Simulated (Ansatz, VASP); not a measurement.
**Ni in VASP and in Ansatz**

Contents of INCAR:

```
SYSTEM = Ni
PREC = Accurate
ENCUT = 520
EDIFF = 1E-7
ISMEAR = -1
SIGMA = 0.05
LREAL = .False.
LASPH = .True.
NELM = 150
ALGO = Normal
ISIF = 2
LWAVE = .False.
LCHARG = .False.
ISPIN = 2
MAGMOM = 0.672
LORBIT = 11
LMAXMIX = 4
GGA = PE
NBANDS = 15
```

The input KPOINTS:

```
regular mesh
0
Gamma
  16 16 16
  0 0 0
```

Contents of POSCAR:

```
Ni
1.0
    0.0000000000      1.7596893266      1.7596893266
    1.7596893266      0.0000000000      1.7596893266
    1.7596893266      1.7596893266      0.0000000000
Ni
1
Direct
    0.0000000000      0.0000000000      0.0000000000
```

Input for Ansatz:

```yaml
crystal:
  lattice:
    - [0.0, 1.7596893266, 1.7596893266]
    - [1.7596893266, 0.0, 1.7596893266]
    - [1.7596893266, 1.7596893266, 0.0]
  atoms:
    - { symbol: Ni, position: [0.0, 0.0, 0.0], spin: 0.672 }
hamiltonian:
  xc: pbe
  pseudopotentials:
    kind: paw
    azcp:
      Ni: "pseudopotentials/Ni.paw.azcp"
basis:
  ecutwfc: 420
  fft_grid_basis: typed
kpoints:
  mp_grid: { grid: [16, 16, 16], shift: [0, 0, 0] }
magnetization:
  spin_polarized: true
scf:
  occupations: { method: fermi_dirac, width: 0.05 }
  lower_state_search: "off"
output:
  stress: true
```

Alike in both runs: task single point; functional PBE; k mesh 16 × 16 × 16; occupations fermi-dirac, width 0.05 eV; collinear spin.

```csv
,VASP,Ansatz
version,VASP 6.6.1,Ansatz 0.2.0
potentials or method,"VASP PAW PBE potentials, release 64 (Ni), cutoff 520 eV","plane waves (420 eV) with PAW, scalar-relativistic"
valence electrons in the cell,10,18
```

Ansatz gave:

- pressure (GPa): -0.3
- net moment per atom (μB): 0.61
- size of the moment on the site where the two differ most (μB): 0.64

**Question.** Which values does VASP return?

**Answer.** Pressure (GPa): -0.3; net moment per atom (μB): 0.60; size of the moment on the site where the two differ most (μB): 0.61.

Site moments also hang on the region over which each program counts them. The functional is the same, so the differences come from potentials, cutoffs and numerics. VASP's potentials hold 10 valence electrons a cell and Ansatz's 18, so a difference there can come from the potentials and not from the codes.
